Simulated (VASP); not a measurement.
Here is a VASP 6.6.1 calculation.

Contents of INCAR:

```
PREC = Accurate
ENCUT = 520
EDIFF = 1E-6
ISMEAR = 0
SIGMA = 0.05
LREAL = Auto
LASPH = T
NELM = 60
ALGO = Normal
ISIF = 2
LWAVE = F
LCHARG = T
GGA = PS
LELF = T
LVHAR = T
NBANDS = 76
```

File KPOINTS:

```
regular mesh
0
Gamma
  6 6 3
```

File POSCAR:

```
AlGa3N4
1.0
    0.0000000000     -4.4676279353      0.0000000000
    0.0000000000      0.0000000000     -4.4676279353
    8.9352558707     -1.4890603908     -1.4890603908
Al Ga N
2 6 8
Direct
    0.7287771250      0.7287771250      0.8137500000
    0.8954271250      0.8954271250      0.3137500000
    0.4787521250      0.9787521250      0.0637500000
    0.3121021250      0.8121021250      0.5637500000
    0.9787521250      0.4787521250      0.0637500000
    0.8121021250      0.3121021250      0.5637500000
    0.2287771250      0.2287771250      0.8137500000
    0.3954271250      0.3954271250      0.3137500000
    0.1812203017      0.6912821425      0.1912654602
    0.0145703017      0.5246321425      0.6912654602
    0.6912821425      0.1812203017      0.1912654602
    0.5246321425      0.0145703017      0.6912654602
   -0.0670778925     -0.0670778925      0.9362345398
    0.0995721075      0.0995721075      0.4362345398
    0.4429839483      0.4429839483      0.9362345398
    0.6096339483      0.6096339483      0.4362345398
```

Potentials or basis: VASP PAW PBE potentials, release 64 (Al, Ga_d, N).

Run with:

```console
$ cat potpaw_PBE.64/Al/POTCAR potpaw_PBE.64/Ga_d/POTCAR potpaw_PBE.64/N/POTCAR > POTCAR
$ mpirun -np 1 vasp_std > vasp.out
```

(1) Predict the largest force.

(2) What does it give for the band gap on the k mesh?

Results:

(1) 3.113 eV/Å.

(2) 0.87 eV (least direct gap 0.98 eV).

Caveat: the cell differs from its parent crystal (the part above a cut slid along it); the PAW data sets were made with another functional, which shifts forces and pressure a little.
